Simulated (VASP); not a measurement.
# Al2Cu (P4/mmm) in VASP: notebook, part 3 of 3

VASP 6.6.1. The steps go on from the part before.

## Step 6: Single point, PBEsol (strain -0.030 along x and y, -0.015 along z)

File INCAR:

```
SYSTEM = Al2Cu
PREC = Accurate ; ENCUT = 520
EDIFF = 1E-7 ; ISMEAR = 0
SIGMA = 0.15 ; LREAL = .FALSE.
LASPH = .TRUE. ; NELM = 80
ALGO = Fast ; ISIF = 2
LWAVE = .FALSE. ; LCHARG = .FALSE.
GGA = PS ; NBANDS = 16
```

File KPOINTS:

```
Automatic mesh
0
G
  12 12 16
  0 0 0
```

File POSCAR:

```
Al2Cu
1.0
    3.9616470306      0.0000000000      0.0000000000
    0.0000000000      3.9616470306      0.0000000000
    0.0000000000      0.0000000000      2.8036988300
Al Cu
2 1
Direct
    0.5000000000      0.0000000000      0.5000000000
    0.0000000000      0.5000000000      0.5000000000
    0.0000000000      0.0000000000      0.0000000000
```

Potentials or basis: VASP PAW PBE potentials, release 64 (Al, Cu).

Run with:

```bash
cat potpaw_PBE.64/Al/POTCAR potpaw_PBE.64/Cu/POTCAR > POTCAR
mpirun -np 1 vasp_std > vasp.out
```

OUTCAR:

```text
SYSTEM = Al2Cu
   PREC = Accurate
   ENCUT = 520
   EDIFF = 1E-7
   ISMEAR = 0
   LREAL = .FALSE.
   LASPH = .TRUE.
   NELM = 80
   ISIF = 2
   GGA = PS

 ion  position               nearest neighbor table
   1  0.500  0.000  0.500-   3 2.43   3 2.43   3 2.43   3 2.43   2 2.80   2 2.80   2 2.80   2 2.80

   2  0.000  0.500  0.500-   3 2.43   3 2.43   3 2.43   3 2.43   1 2.80   1 2.80   1 2.80   1 2.80

   3  0.000  0.000  0.000-   1 2.43   2 2.43   1 2.43   2 2.43   2 2.43   2 2.43   1 2.43   1 2.43

  LATTYP: Found a simple tetragonal cell.
 ALAT       =     3.9616470306
 C/A-ratio  =     0.7077104064

  Lattice vectors:

 A1 = (   3.9616470306,   0.0000000000,   0.0000000000)
 A2 = (   0.0000000000,   3.9616470306,   0.0000000000)
 A3 = (   0.0000000000,   0.0000000000,   2.8036988300)

Analysis of symmetry for initial positions (statically):
=====================================================================
 Subroutine PRICEL returns:
 Original cell was already a primitive cell.

 Routine SETGRP: Setting up the symmetry group for a
 simple tetragonal supercell.

 Subroutine GETGRP returns: Found 16 space group operations
 (whereof 16 operations were pure point group operations)
 out of a pool of 16 trial point group operations.

The static configuration has the point symmetry D_4h.

Analysis of symmetry for dynamics (positions and initial velocities):
=====================================================================
 Subroutine PRICEL returns:
 Original cell was already a primitive cell.

 Routine SETGRP: Setting up the symmetry group for a
 simple tetragonal supercell.

 Subroutine GETGRP returns: Found 16 space group operations
 (whereof 16 operations were pure point group operations)
 out of a pool of 16 trial point group operations.

[... 114 lines left out ...]
   NUPDOWN=      -1.0000    fix difference up-down
   EMIN   =  10.00;   EMAX   =-10.00  energy-range for DOS
   EFERMI =   0.00;   METHOD = LEGACY
   ISMEAR =     0;   SIGMA  =   0.15  broadening in eV -4-tet -1-fermi 0-gaus
   EFERMI_NEDOS =   21; number of points for ismear=-14 and -15
   IALGO  =     68    algorithm
   IMIX   =      4    mixing-type and parameters
     AMIX     =   0.40;   BMIX     =  1.00
     AMIX_MAG =   1.60;   BMIX_MAG =  1.00
  volume/ion in A,a.u.               =      14.67        98.98
  Fermi-wavevector in a.u.,A,eV,Ry     =   1.192331  2.253179 19.342766  1.421653
  Thomas-Fermi vector in A             =   2.328372
   LORBIT       =      0    0 simple, 1 ext, 2 COOP (PROOUT), +10 PAW based schemes
   GGA     = PS    functional components
   LHFCALC =     F    Hartree Fock is set to
   AEXX    =    0.0000 exact exchange contribution
   IVDW    =     0    specifies the selected vdW correction
   LEPSILON=     F    determine dielectric tensor
   LRPA    =     F    only Hartree local field effects (RPA)
 non-spin polarized calculation
 RMM-DIIS sequential band-by-band and
 Gauss-broadening in eV      SIGMA  =   0.15
  energy-cutoff  :      520.00
  volume of cell :       44.00
 maximum number of plane-waves:      1210
 NGX is ok and might be reduce to    30
   NGX = 15   NGY = 15   NGZ = 11

 number of electron      17.0000022 magnetization

 Free energy of the ion-electron system (eV)
  ---------------------------------------------------
  ext. energy  EPLUGINS =         0.00000000
  ---------------------------------------------------
  free energy    TOTEN  =       -12.46999375 eV

  energy without entropy =      -12.46105624  energy(sigma->0) =      -12.46552500

 E-fermi :   8.0981     XC(G=0): -10.9143

 val. band max:        8.0831985540   @ k =   0.0833   0.0000   0.3750
 cond. band min:       8.1021040030   @ k =   0.0833   0.0000   0.2500
 fundamental gap:      0.0189054490
 Fermi energy:         8.0981311497

 k-point     1 :       0.0000    0.0000    0.0000
  band No.  band energies     occupation
      1      -3.0804      2.00000
      2       2.2998      2.00000
      3       2.7148      2.00000
      4       3.4998      2.00000
      5       3.7107      2.00000
      6       3.7107      2.00000
[... 433 lines left out ...]
      3       2.0719      2.00000
      4       2.8248      2.00000
      5       3.4839      2.00000
      6       3.6870      2.00000
[... 8 lines left out ...]
     15      19.0131      0.00000
     16      20.1089      0.00000

 [... further k-points ...]
[... 5 lines left out ...]
  --------------------------------------------------------------------------------------
  -------------------------------------------------------------------------------------
  Total        2.7905118      2.7905118      2.0544454      0.0000000      0.0000000      0.0000000
  in kB      101.6041695    101.6041695     74.8035599      0.0000000      0.0000000      0.0000000
  external PRESSURE =      92.6706330 kB  Pullay stress =       0.0000000 kB

 VOLUME and BASIS-vectors are now :
 -----------------------------------------------------------------------------
  energy-cutoff  :      520.00
  volume of cell :       44.00
      direct lattice vectors                 reciprocal lattice vectors
     3.961647031  0.000000000  0.000000000     0.252420267  0.000000000  0.000000000
     0.000000000  3.961647031  0.000000000     0.000000000  0.252420267  0.000000000
     0.000000000  0.000000000  2.803698830     0.000000000  0.000000000  0.356671690

 POSITION                                       TOTAL-FORCE (eV/Angst)
 -----------------------------------------------------------------------------------
      1.98082      0.00000      1.40185         0.000000      0.000000      0.000000
      0.00000      1.98082      1.40185         0.000000      0.000000      0.000000
      0.00000      0.00000      0.00000         0.000000      0.000000      0.000000
 -----------------------------------------------------------------------------------
    total drift:                                0.000000      0.000000      0.000000

  FREE ENERGIE OF THE ION-ELECTRON SYSTEM (eV)
  ---------------------------------------------------
  free  energy   TOTEN  =       -12.4699937516 eV

  energy  without entropy=      -12.4610562433  energy(sigma->0) =      -12.46552500
```

stdout:

```text
POSCAR found type information on POSCAR AlCu
 POSCAR found :  2 types and       3 ions
 scaLAPACK will be used
 -----------------------------------------------------------------------------
|                                                                             |
|                                                                             |
|     You enforced a specific xc type in the INCAR file but a different       |
|     I HOPE YOU KNOW WHAT YOU ARE DOING!                                     |
|                                                                             |
 -----------------------------------------------------------------------------

 LDA part: xc-table for (Slater+PW92), standard interpolation
 POSCAR, INCAR and KPOINTS ok, starting setup
 FFT: planning ... GRIDC
 FFT: planning ... GRID_SOFT
 FFT: planning ... GRID
 WAVECAR not read
 entering main loop
WARNING in EDDRMM: call to ZHEGV failed, returncode =   8  4     16
WARNING in EDDRMM: call to ZHEGV failed, returncode =   8  4     16
WARNING in EDDRMM: call to ZHEGV failed, returncode =   6  3     16
```

It took 2.6 min on 1 thread of Intel Xeon Platinum 8375C at 2.90GHz (Ice Lake), shared host; peak memory 0.29 GiB.

What came out:

```yaml
Free_energy: -12.4700 eV
Pressure: 9.3 GPa
```

Caveat: the cell differs from its parent crystal (strain -0.030 along x and y, -0.015 along z); the PAW data sets were made with another functional, which shifts forces and pressure a little.

## Step 7: The runs side by side

```csv
cell,further INCAR settings,gap on the mesh (eV),pressure (GPa)
"a = 4.084, b = 4.084, c = 2.932 Å, 3 atoms",ALGO = Fast; EDIFF = 1e-07; NBANDS = 16,none,-2.4
"a = 4.145, b = 4.145, c = 2.846 Å, 3 atoms",ALGO = Fast; EDIFF = 1e-07; NBANDS = 16,none,-2.7
"a = 4.207, b = 4.207, c = 2.804 Å, 3 atoms",ALGO = Fast; EDIFF = 1e-07; NBANDS = 16,none,-3.7
"a = 3.962, b = 3.962, c = 2.761 Å, 3 atoms",ALGO = Fast; EDIFF = 1e-06; NBANDS = 16,none,11.6
"a = 3.962, b = 3.962, c = 2.804 Å, 3 atoms",ALGO = Fast; EDIFF = 1e-07; NBANDS = 16,none,9.3
```

Alike in all rows: task single point; level PBEsol; potentials or basis VASP PAW PBE potentials, release 64 (Al, Cu); no spin polarisation; k mesh 12 × 12 × 16; cutoff (eV) 520; smearing gaussian 0.15 eV.

Caveats: the PAW data sets were made with another functional, which shifts forces and pressure a little.

Absolute energies hang on the potentials; compare differences alone.
